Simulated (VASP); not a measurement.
# Mg (Fm-3m) in VASP: further runs

Runs on Mg. Level: PBEsol. Tasks: relaxation of cell and atoms.

Everything below comes from runs of VASP 6.6.1. Logs are shortened: lines on timing, memory, paths and dates and some standing lists are left out, and cuts for length are marked.

**1. The cell of the first run**

Symmetry: Fm-3m, No. 225, cubic system. The conventional cell has a = 3.545 Å, b = 3.545 Å, c = 3.545 Å, α = 90.00°, β = 90.00°, γ = 90.00°. Within 3.3 Å of Mg (site symmetry m-3m) lie 12 Mg at 2.51 Å.

This isn't the form of Mg at room conditions, which is hcp.

**2. Relaxation of cell and atoms, PBEsol, target pressure 100 GPa, at which the enthalpy is minimised**

Contents of INCAR:

```
PREC = Accurate
ENCUT = 600
EDIFF = 1E-6
ISMEAR = -1
SIGMA = 0.1
LREAL = False
LASPH = True
NELM = 60
ALGO = Normal
ISIF = 3
LWAVE = False
LCHARG = False
GGA = PS
IBRION = 2
NSW = 60
EDIFFG = -0.005
PSTRESS = 1000.0
```

Contents of KPOINTS:

```
Automatic mesh
0
Gamma
  19 19 19
```

Contents of POSCAR:

```
Mg
1.0
    0.0000000000      1.7726791089      1.7726791089
    1.7726791089      0.0000000000      1.7726791089
    1.7726791089      1.7726791089      0.0000000000
Mg
1
Direct
    0.0000000000      0.0000000000      0.0000000000
```

Potentials or basis: VASP PAW PBE potentials, release 64 (Mg).

Launch:

```
> cat potpaw_PBE.64/Mg/POTCAR > POTCAR
> mpirun -np 1 vasp_std > vasp.out
```

OUTCAR:

```text
PREC = Accurate
   ENCUT = 600
   EDIFF = 1E-6
   ISMEAR = -1
   LREAL = False
   LASPH = True
   NELM = 60
   ISIF = 3
   GGA = PS
   IBRION = 2
   NSW = 60
   EDIFFG = -0.005
   PSTRESS = 1000.0

 ion  position               nearest neighbor table
   1  0.000  0.000  0.000-

  LATTYP: Found a face centered cubic cell.
 ALAT       =     3.5453582178

  Lattice vectors:

 A1 = (   0.0000000000,   1.7726791089,   1.7726791089)
 A2 = (   1.7726791089,   0.0000000000,   1.7726791089)
 A3 = (   1.7726791089,   1.7726791089,   0.0000000000)

Analysis of symmetry for initial positions (statically):
=====================================================================
 Subroutine PRICEL returns:
 Original cell was already a primitive cell.

 Routine SETGRP: Setting up the symmetry group for a
 face centered cubic supercell.

 Subroutine GETGRP returns: Found 48 space group operations
 (whereof 48 operations were pure point group operations)
 out of a pool of 48 trial point group operations.

The static configuration has the point symmetry O_h .

Analysis of symmetry for dynamics (positions and initial velocities):
=====================================================================
 Subroutine PRICEL returns:
 Original cell was already a primitive cell.

 Routine SETGRP: Setting up the symmetry group for a
 face centered cubic supercell.

 Subroutine GETGRP returns: Found 48 space group operations
 (whereof 48 operations were pure point group operations)
 out of a pool of 48 trial point group operations.

The dynamic configuration has the point symmetry O_h .

 Subroutine INISYM returns: Found 48 space group operations
 (whereof 48 operations are pure point group operations),
 and found     1 'primitive' translations

----------------------------------------------------------------------------------------

                                     Primitive cell

  volume of cell :      11.1409

  direct lattice vectors                    reciprocal lattice vectors
     0.000000000  1.772679109  1.772679109    -0.282058945  0.282058945  0.282058945
     1.772679109  0.000000000  1.772679109     0.282058945 -0.282058945  0.282058945
     1.772679109  1.772679109  0.000000000     0.282058945  0.282058945 -0.282058945

  length of vectors
     2.506946838  2.506946838  2.506946838     0.488540424  0.488540424  0.488540424

  position of ions in fractional coordinates (direct lattice)
     0.000000000  0.000000000  0.000000000

[... 83 lines left out ...]
   POTIM  = 0.5000    time-step for ionic-motion
   TEBEG  =    0.0;   TEEND  =   0.0 temperature during run
   PSTRESS= 1000.0 pullay stress
   NELECT =       2.0000    total number of electrons
   NUPDOWN=      -1.0000    fix difference up-down
   EMIN   =  10.00;   EMAX   =-10.00  energy-range for DOS
   EFERMI =   0.00;   METHOD = LEGACY
   ISMEAR =    -1;   SIGMA  =   0.10  broadening in eV -4-tet -1-fermi 0-gaus
   EFERMI_NEDOS =   21; number of points for ismear=-14 and -15
   IALGO  =     38    algorithm
   IMIX   =      4    mixing-type and parameters
     AMIX     =   0.40;   BMIX     =  1.00
     AMIX_MAG =   1.60;   BMIX_MAG =  1.00
  volume/ion in A,a.u.               =      11.14        75.18
  Fermi-wavevector in a.u.,A,eV,Ry     =   0.923517  1.745193 11.604176  0.852883
  Thomas-Fermi vector in A             =   2.049162
   LORBIT       =      0    0 simple, 1 ext, 2 COOP (PROOUT), +10 PAW based schemes
   GGA     = PS    functional components
   LHFCALC =     F    Hartree Fock is set to
   AEXX    =    0.0000 exact exchange contribution
   IVDW    =     0    specifies the selected vdW correction
   LEPSILON=     F    determine dielectric tensor
   LRPA    =     F    only Hartree local field effects (RPA)
 conjugate gradient relaxation of ions
 non-spin polarized calculation
  energy-cutoff  :      600.00
  volume of cell :       11.14
 maximum number of plane-waves:       381
   NGX =  9   NGY =  9   NGZ =  9

--------------------------------------- Ionic step        1  -------------------------------------------

 number of electron       2.0000000 magnetization

 Free energy of the ion-electron system (eV)
  ---------------------------------------------------
  ext. energy  EPLUGINS =         0.00000000
  ---------------------------------------------------
  free energy    TOTEN  =         0.36786405 eV

  energy without entropy =        0.37750154  energy(sigma->0) =        0.37268280

------------------------ aborting loop because EDIFF is reached ----------------------------------------

  FORCE on cell =-STRESS in cart. coord.  units (eV):
  Direction    XX          YY          ZZ          XY          YZ          ZX
  --------------------------------------------------------------------------------------
  -------------------------------------------------------------------------------------
  Total        7.2149396      7.2149396      7.2149396     -0.0000000     -0.0000000      0.0000000
  in kB     1037.5831368   1037.5831368   1037.5831368     -0.0000000     -0.0000000      0.0000000
  external PRESSURE =      37.5831368 kB  Pullay stress =    1000.0000000 kB
[... 61 lines left out ...]
--------------------------------------- Ionic step        3  -------------------------------------------

 number of electron       2.0000000 magnetization

 Free energy of the ion-electron system (eV)
  ---------------------------------------------------
  ext. energy  EPLUGINS =         0.00000000
  ---------------------------------------------------
  free energy    TOTEN  =         0.28841093 eV

  energy without entropy =        0.29807093  energy(sigma->0) =        0.29324093

 E-fermi :   7.6740     XC(G=0): -11.1201

 val. band max:        7.6241176023   @ k =  -0.4211   0.2105   0.1053
 cond. band min:       7.7116718366   @ k =  -0.4737   0.1579   0.0526
 fundamental gap:      0.0875542343
 Fermi energy:         7.6739607061

 k-point     1 :       0.0000    0.0000    0.0000
  band No.  band energies     occupation
      1      -2.8892      2.00000
      2      25.1012      0.00000
      3      25.1012      0.00000
      4      25.1012      0.00000
      5      28.6477      0.00000
[... 177 lines left out ...]
 k-point    24 :      -0.2632    0.0526    0.0000
  band No.  band energies     occupation
      1      -0.0322      2.00000
      2      13.6988      0.00000
      3      22.3232      0.00000
      4      24.8030      0.00000
      5      28.5375      0.00000

 [... further k-points ...]

------------------------ aborting loop because EDIFF is reached ----------------------------------------

  FORCE on cell =-STRESS in cart. coord.  units (eV):
  Direction    XX          YY          ZZ          XY          YZ          ZX
  --------------------------------------------------------------------------------------
  -------------------------------------------------------------------------------------
  Total        7.0296173      7.0296173      7.0296173      0.0000000      0.0000000     -0.0000000
  in kB      999.7157284    999.7157284    999.7157284      0.0000000      0.0000000     -0.0000000
  external PRESSURE =      -0.2842716 kB  Pullay stress =    1000.0000000 kB
[... 20 lines left out ...]
  energy  without entropy=        0.2980709342  energy(sigma->0) =        0.29324093

  enthalpy is  TOTEN    =         7.3200271342 eV   P V=        7.0316162080

 reached required accuracy - stopping structural energy minimisation
```

OSZICAR:

```text
N       E                     dE             d eps       ncg     rms          rms(c)
DAV:   1     0.186117646603E+01    0.18612E+01   -0.11107E+03  2450   0.342E+02
DAV:   2     0.301844869693E+00   -0.15593E+01   -0.14278E+01  3080   0.239E+01
DAV:   3     0.294540811566E+00   -0.73041E-02   -0.72897E-02  2630   0.193E+00
DAV:   4     0.294522773702E+00   -0.18038E-04   -0.18037E-04  2680   0.740E-02
[... 12 lines left out ...]
       N       E                     dE             d eps       ncg     rms          rms(c)
DAV:   1     0.288257333124E+00    0.17996E+00   -0.10454E-02  2360   0.747E-01    0.392E-02
DAV:   2     0.288358671204E+00    0.10134E-03   -0.49747E-05  2605   0.646E-02    0.237E-02
DAV:   3     0.288410852657E+00    0.52181E-04   -0.12390E-05  2405   0.321E-02    0.143E-03
DAV:   4     0.288410926205E+00    0.73549E-07   -0.76127E-08  1610   0.195E-03
   3 F= 0.73200271E+01 E0= 0.73248571E+01  d E =-.143833E-02
```

CONTCAR:

```text
Mg
   1.00000000000000
    -0.0000000000000000    1.7792838975387688    1.7792838975387688
     1.7792838975387686   -0.0000000000000000    1.7792838975387688
     1.7792838975387686    1.7792838975387688   -0.0000000000000000
  Mg
     1
Direct
     0.0000000000000000    0.0000000000000000    0.0000000000000000

  0.00000000E+00  0.00000000E+00  0.00000000E+00
```

It took 14 s on 1 thread of Intel Xeon Platinum 8488C (Sapphire Rapids), shared host; peak memory 0.14 GiB.

What came out:

- Free energy: 0.2884 eV
- Relaxed volume: 11.27 Å³/atom
- Relaxed cell: a = 2.516 Å, b = 2.516 Å, c = 2.516 Å, α = 60.00°, β = 60.00°, γ = 60.00°
- Space group after relaxing (to 0.1 Å): Fm-3m (No. 225)
- Energy change on relaxing (the run minimises the enthalpy): -79.5 meV/atom
- Ionic steps: 3
- Pressure after relaxing: 100.0 GPa
- Band gap on the k mesh: zero (bands 1 and 2 overlap by 2.42 eV)

The path:
| step | energy change (eV) | largest force (eV/Å) | pressure (GPa) | volume (Å³) |
| --- | --- | --- | --- | --- |
| 1 | 0.0000 | 0.0000 | 103.76 | 11.14 |
| 2 | -0.2596 | 0.0000 | 91.47 | 11.57 |
| 3 | -0.0795 | 0.0000 | 99.97 | 11.27 |

Final structure:
```
Mg
1.0
     0.00000    1.77928    1.77928
     1.77928    0.00000    1.77928
     1.77928    1.77928    0.00000
Mg
1
Direct
  0.00000 0.00000 0.00000
```

Caveat: the cell is relaxed towards a set pressure, so the run minimises the enthalpy, not the energy; the PAW data sets were made with another functional, which shifts forces and pressure a little.

**3. Relaxation of cell and atoms, PBEsol, target pressure 100 GPa, at which the enthalpy is minimised**

This run uses another cell than the first one, of 11.17 Å³/atom.

Contents of INCAR:

```
  PREC = Accurate
  ENCUT = 600
  EDIFF = 1E-7
  ISMEAR = -1
  SIGMA = 0.1
  LREAL = F
  LASPH = T
  NELM = 60
  ALGO = Normal
  ISIF = 3
  LWAVE = F
  LCHARG = F
  GGA = PS
  IBRION = 2
  NSW = 32
  EDIFFG = -0.005
  PSTRESS = 1000.0
```

KPOINTS is that of step 2.

Contents of POSCAR:

```
Mg
1.0
    0.0000000000      1.7744406436      1.7744406436
    1.7744406436      0.0000000000      1.7744406436
    1.7744406436      1.7744406436      0.0000000000
Mg
1
Direct
    0.0000000000      0.0000000000      0.0000000000
```

Potentials or basis: VASP PAW PBE potentials, release 64 (Mg).

Launch:

```
> cat potpaw_PBE.64/Mg/POTCAR > POTCAR
> mpirun -np 1 vasp_std > vasp.out
```

Wall time 17 s (1 thread of Intel Xeon Platinum 8488C (Sapphire Rapids), shared host); peak memory 0.14 GiB.

It converged, with:

```
Free energy                                                : 0.2888 eV
Relaxed volume                                             : 11.27 Å³/atom
Relaxed cell                                               : a = 2.516 Å, b = 2.516 Å, c = 2.516 Å, α = 60.00°, β = 60.00°, γ = 60.00°
Space group after relaxing (to 0.1 Å)                      : Fm-3m (No. 225)
Energy change on relaxing (the run minimises the enthalpy) : -57.7 meV/atom
Ionic steps                                                : 3
Pressure after relaxing                                    : 100.0 GPa
Band gap on the k mesh                                     : zero (bands 1 and 2 overlap by 2.42 eV)
```

Step by step:
```tsv
step	energy change (eV)	largest force (eV/Å)	pressure (GPa)	volume (Å³)
1	0.0000	0.0000	102.73	11.17
2	-0.1906	0.0000	93.71	11.49
3	-0.0577	0.0000	99.99	11.27
```

Final structure:
```
CELL_PARAMETERS angstrom
0.00000 1.77925 1.77925
1.77925 0.00000 1.77925
1.77925 1.77925 0.00000
ATOMIC_POSITIONS crystal
Mg 0.00000 0.00000 0.00000
```

Levels at points of the mesh, in eV from the Fermi level:
```csv
k point,band 1,band 2,band 3,band 4,band 5
"(0.00, 0.00, 0.00)",-10.56,17.43,17.43,17.43,20.97
```

Caveat: the cell is relaxed towards a set pressure, so the run minimises the enthalpy, not the energy; the PAW data sets were made with another functional, which shifts forces and pressure a little.

The gap in the log of VASP goes by the Fermi energy; the results here count the filled bands.